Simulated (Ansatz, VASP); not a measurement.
**One calculation of BaTiO3, two programs**

File INCAR:

```
SYSTEM = BaTiO3
PREC = Accurate
ENCUT = 520
EDIFF = 1E-6
ISMEAR = 0
SIGMA = 0.05
LREAL = .FALSE.
LASPH = .TRUE.
NELM = 60
ALGO = Normal
ISIF = 2
LWAVE = .FALSE.
LCHARG = .FALSE.
GGA = PS
NBANDS = 28
```

The input KPOINTS:

```
Automatic mesh
0
G
  6 6 6
  0 0 0
```

File POSCAR:

```
BaTiO3
1.0
    4.0060000000     -0.0400600000     -0.0400600000
   -0.0400600000      4.0060000000     -0.0400600000
   -0.0400600000     -0.0400600000      4.0060000000
Ba Ti O
1 1 3
Direct
    0.5000000000      0.5000000000      0.5000000000
    0.0000000000      0.0000000000      0.0000000000
    0.5000000000      0.0000000000      0.0000000000
    0.0000000000      0.5000000000      0.0000000000
    0.0000000000      0.0000000000      0.5000000000
```

Input for Ansatz:

```yaml
crystal:
  lattice:
    - [4.006, -0.04006, -0.04006]
    - [-0.04006, 4.006, -0.04006]
    - [-0.04006, -0.04006, 4.006]
  atoms:
    - { symbol: Ba, position: [0.5, 0.5, 0.5] }
    - { symbol: Ti, position: [0.0, 0.0, 0.0] }
    - { symbol: O, position: [0.5, 0.0, 0.0] }
    - { symbol: O, position: [0.0, 0.5, 0.0] }
    - { symbol: O, position: [0.0, 0.0, 0.5] }
basis:
  ecutwfc: 550.0
kpoints:
  mp_grid:
    grid: [6, 6, 6]
hamiltonian:
  xc: pbesol
scf:
  occupations:
    method: gaussian
    width: 0.05
output:
  stress: true
```

Alike in both runs: task single point; functional PBEsol; k mesh 6 × 6 × 6; occupations gaussian, width 0.05 eV; no spin polarisation.

|  | VASP | Ansatz |
| --- | --- | --- |
| version | VASP 6.6.1 | Ansatz 0.2.0 |
| potentials or method | VASP PAW PBE potentials, release 64 (Ba_sv, Ti_sv, O), cutoff 520 eV | plane waves, PAW |
| valence electrons in the cell | 40 | 40 |

VASP gave:

- pressure (GPa): -2.7
- traceless stress, the component that is largest in VASP (GPa): 2.49

Problem. Estimate Ansatz's values.

Solution. Pressure (GPa): -4.5; traceless stress, the component that is largest in VASP (GPa): 2.41.

VASP's potentials were made for PBE, not for PBEsol. The functional is the same, so the differences come from potentials, cutoffs and numerics.

Spin-orbit coupling is off throughout.
